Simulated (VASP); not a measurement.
Set up this calculation in VASP 6.6.1, as the native input.

| Quantity | Value |
| --- | --- |
| Task | single point |
| Functional | PBE |
| Potentials or basis | VASP PAW PBE potentials, release 64 (Hf_pv, W_sv, S) |
| Cutoff | 520 eV |
| k mesh | 6 × 6 × 6 |
| Occupations | gaussian, width 0.1 eV |
| Spin | no spin polarisation |
| Dipole correction | no |
| Further INCAR settings | ALGO = Normal; EDIFF = 1e-06; NBANDS = 31 |

The structure of Hf2WS2 lies in POSCAR:

```
Hf2WS2
1.0
   -1.9821099600      1.9821099600      6.4356946800
    1.9821099600     -1.9821099600      6.4356946800
    1.9821099600      1.9821099600     -6.4356946800
Hf W S
2 1 2
Direct
    0.6544073800      0.6544073800      0.0000000000
    0.3455926200      0.3455926200      0.0000000000
    0.0000000000      0.0000000000      0.0000000000
    0.1327108000      0.1327108000      0.0000000000
    0.8672892000      0.8672892000      0.0000000000
```

The cell was generated, and may not be a known phase.

One way to write it, as run:

INCAR

```
PREC = Accurate ; ENCUT = 520
EDIFF = 1E-6 ; ISMEAR = 0
SIGMA = 0.1 ; LREAL = F
LASPH = T ; NELM = 60
ALGO = Normal ; ISIF = 2
LWAVE = F ; LCHARG = F
GGA = PE ; NBANDS = 31
```

KPOINTS

```
regular mesh
0
Gamma
  6 6 6
```

Potentials or basis: VASP PAW PBE potentials, release 64 (Hf_pv, W_sv, S).

The run is started by

```bash
$ cat potpaw_PBE.64/Hf_pv/POTCAR potpaw_PBE.64/W_sv/POTCAR potpaw_PBE.64/S/POTCAR > POTCAR
$ mpirun -np 1 vasp_std > vasp.out
```

Results of the run:

```
Pressure               : 35.4 GPa
Largest force          : 32.386 eV/Å
Band gap on the k mesh : zero (bands 23 and 24 overlap by 1.42 eV)
```

Caveat: atoms lie so close that the PAW spheres overlap strongly, which falsifies energies and pressures; the stress differs along the axes, from -20 to 146 GPa; spin-orbit coupling is left out, which moves the levels of the heavy elements; forces of over 1 eV/Å act on the atoms, so gaps and moduli don't describe the material at rest.

Run time: 3.4 min on 1 thread of Intel(R) Xeon(R) Platinum 8488C (Sapphire Rapids), with other jobs on the host, peak memory 0.44 GiB.
